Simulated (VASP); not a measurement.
Here is a VASP 6.6.1 calculation.

The input INCAR:

```
SYSTEM = Na
  AGGAC = 1.0
  AGGAX = 1.0
  ALDAC = 0.0
  ALDAX = 1.0
  ALGO = Fast
  EDIFF = 1E-6
  EDIFFG = -0.01
  ENCUT = 600
  GGA = B5
  IBRION = 2
  ISIF = 3
  ISMEAR = -1
  LASPH = .TRUE.
  LCHARG = .FALSE.
  LREAL = .FALSE.
  LWAVE = .FALSE.
  NELM = 80
  NSW = 60
  PREC = Accurate
  SIGMA = 0.05
```

The input KPOINTS:

```
k-points
0
G
  9 9 9
  0 0 0
```

POSCAR

```
Na
1.0
   -2.1410000000      2.1410000000      2.1410000000
    2.1410000000     -2.1410000000      2.1410000000
    2.1410000000      2.1410000000     -2.1410000000
Na
1
Direct
    0.0000000000      0.0000000000      0.0000000000
```

Potentials or basis: VASP PAW PBE potentials, release 64 (Na_pv).

The run is started by

```bash
$ cat potpaw_PBE.64/Na_pv/POTCAR > POTCAR
$ mpirun -np 1 vasp_std > vasp.out
```

Question: What does it give for the relaxed volume?

Answer: 36.94 Å³/atom.

Question: Estimate the relaxed cell.

Answer: a = 3.634 Å, b = 3.634 Å, c = 3.634 Å, α = 109.47°, β = 109.47°, γ = 109.47°.

Question: What does it give for the space group after relaxing (to 0.05 Å)?

Answer: Im-3m (No. 229).

Final structure:
```cif
data_structure
_symmetry_space_group_name_H-M 'P 1'
_symmetry_Int_Tables_number 1
_cell_length_a 3.6338
_cell_length_b 3.6338
_cell_length_c 3.6338
_cell_angle_alpha 109.471
_cell_angle_beta 109.471
_cell_angle_gamma 109.471
_cell_volume 36.94
loop_
_atom_site_label
_atom_site_type_symbol
_atom_site_fract_x
_atom_site_fract_y
_atom_site_fract_z
_atom_site_occupancy
Na1 Na 0.00000 0.00000 0.00000 1
```

Caveat: the PAW data sets were made with another functional, which shifts forces and pressure a little.
